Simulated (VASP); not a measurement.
**Si4Cl: single point with PBE**

The system is Si4Cl.

```xyz
5
Lattice="3.9832 0.0000 0.0000 0.0000 3.9832 0.0000 0.0000 0.0000 6.5975" Properties=species:S:1:pos:R:3 pbc="T T T"
Si    1.9916    1.9916    3.2988
Si    1.9916    1.9916    0.0000
Si    1.9916    1.9916    5.1563
Si    1.9916    1.9916    1.4413
Cl    0.0000    0.0000    0.0000
```

The cell was built from a structure type or drawn by symmetry, and may not be a known phase.

| Quantity | Value |
| --- | --- |
| Program | VASP 6.6.1 |
| Task | single point |
| Functional | PBE |
| Potentials or basis | VASP PAW PBE potentials, release 64 (Si, Cl) |
| Cutoff | 520 eV |
| k mesh | 4 × 4 × 4 |
| Occupations | gaussian, width 0.1 eV |
| Spin | no spin polarisation |
| Dipole correction | no |
| Further INCAR settings | ALGO = Normal; EDIFF = 1e-06; NBANDS = 20 |

```
Pressure               : 100.6 GPa
Largest force          : 45.085 eV/Å
Band gap on the k mesh : zero (an odd number of electrons rules out a gap without spin polarisation)
```

Forces in eV/Å, atoms in the order of the input:
```
Si    0.000   0.000   0.000
Si    0.000   0.000   0.000
Si    0.000   0.000 -45.085
Si    0.000   0.000  45.085
Cl    0.000   0.000   0.000
```

Stress tensor (GPa, compression positive):
```
  5.00   0.00   0.00
  0.00   5.00   0.00
  0.00   0.00 291.70
```

Levels at points of the mesh, in eV from the Fermi level:
| k point | band 10 | band 11 | band 12 | band 13 | band 14 | band 15 |
| --- | --- | --- | --- | --- | --- | --- |
| (0.00, 0.00, 0.00) | -0.48 | 0.53 | 0.53 | 1.47 | 1.47 | 3.06 |
| (0.50, 0.00, 0.00) | -2.25 | -0.98 | 0.46 | 0.85 | 1.15 | 4.42 |
| (0.50, 0.50, 0.00) | -1.59 | -1.05 | -1.05 | 1.47 | 1.47 | 4.12 |
| (0.00, 0.00, 0.50) | -0.76 | 0.08 | 0.08 | 3.29 | 3.44 | 3.44 |
| (0.50, 0.00, 0.50) | -2.51 | -1.56 | -0.44 | 2.67 | 2.83 | 3.71 |
| (0.50, 0.50, 0.50) | -2.56 | 0.41 | 0.41 | 2.05 | 2.05 | 3.90 |

Wall time 54 s on 1 thread of Intel Xeon 8259CL, on a shared host, peak memory 0.2 GiB.

Caveat: the k points lie up to 0.39 Å⁻¹ apart, too coarse for converged energies and pressures of a metal; atoms lie so close that the PAW spheres overlap strongly, which falsifies energies and pressures; an odd number of electrons without spin polarisation forces a metal; a magnetic or distorted state may lie lower.
